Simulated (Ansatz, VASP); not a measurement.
**One calculation of Hf2ZrC3, two programs**

```
Zr Hf C
1.0
    -1.65117    2.33498    4.95455
     1.65117   -2.33498    4.95455
     1.65117    2.33498   -4.95455
Zr Hf C
1 2 3
Direct
  0.00000 0.00000 0.00000
  0.66659 0.66659 0.00000
  0.33341 0.33341 0.00000
  0.83172 0.33172 0.50000
  0.16828 0.66828 0.50000
  0.50000 0.00000 0.50000
```

Alike in both runs: functional PBE; k mesh 12 × 12 × 12; occupations gaussian, width 0.1 eV; no spin polarisation.

Ansatz relaxed the structure, and its values are those at the end. VASP's run is a single point on that final structure, the one shown.

|  | VASP | Ansatz |
| --- | --- | --- |
| version | VASP 6.6.1 | Ansatz 0.2.0 |
| potentials or method | VASP PAW PBE potentials, release 64 (Zr_sv, Hf_pv, C), cutoff 520 eV | scalar-relativistic, plane waves, PAW |
| valence electrons in the cell | 44 | 76 |

```csv
,VASP,Ansatz,Ansatz less VASP
gap on the k mesh at the Fermi level (eV),none,none,-
pressure (GPa),-0.3,0.0,+0.34
rms of the force components (eV/Å),0.012,0.001,-0.0111
```

A gap of «none» marks a metal or a gap that the smearing closes. VASP's potentials hold 44 valence electrons a cell and Ansatz's 76, so a difference there can come from the potentials and not from the codes.

Neither program's run includes spin-orbit coupling.
